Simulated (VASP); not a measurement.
Input of a VASP 6.6.1 run:

The input INCAR:

```
PREC     = Accurate       # precision mode
ENCUT    = 500            # plane-wave cutoff, eV
EDIFF    = 1E-6           # SCF threshold, eV
ISMEAR   = -1             # smearing method
SIGMA    = 0.05           # smearing width, eV
LREAL    = F              # projectors in reciprocal space
LASPH    = T              # aspherical terms in the spheres
NELM     = 120            # most SCF steps
ALGO     = Normal         # electronic algorithm
ISIF     = 2              # what is computed and relaxed
LWAVE    = F              # write WAVECAR
LCHARG   = T              # write CHGCAR
GGA      = CA             # functional
LELF     = T              # ELF
LVHAR    = T            
NBANDS   = 18             # bands
GGA_COMPAT= F
```

The input KPOINTS:

```
regular mesh
0
Gamma
  5 5 5
```

File POSCAR:

```
SrTl
1.0
    4.0320000000      0.0000000000      0.0000000000
    0.0000000000      4.0320000000      0.0000000000
    0.0000000000      0.0000000000      4.0320000000
Sr Tl
1 1
Direct
    0.0000000000      0.0000000000      0.0124007937
    0.5000000000      0.5000000000      0.5000000000
```

Potentials or basis: VASP PAW LDA potentials, release 64 (Sr_sv, Tl_d).

Launch:

```sh
$ cat potpaw_LDA.64/Sr_sv/POTCAR potpaw_LDA.64/Tl_d/POTCAR > POTCAR
$ mpirun -np 1 vasp_std > vasp.out
```

What does it give for the largest force?

0.067 eV/Å.

Predict the pressure.

-1.2 GPa.

Forces in eV/Å, atoms in the order of the input:
```
Sr   0.000  0.000 -0.067
Tl   0.000  0.000  0.067
```
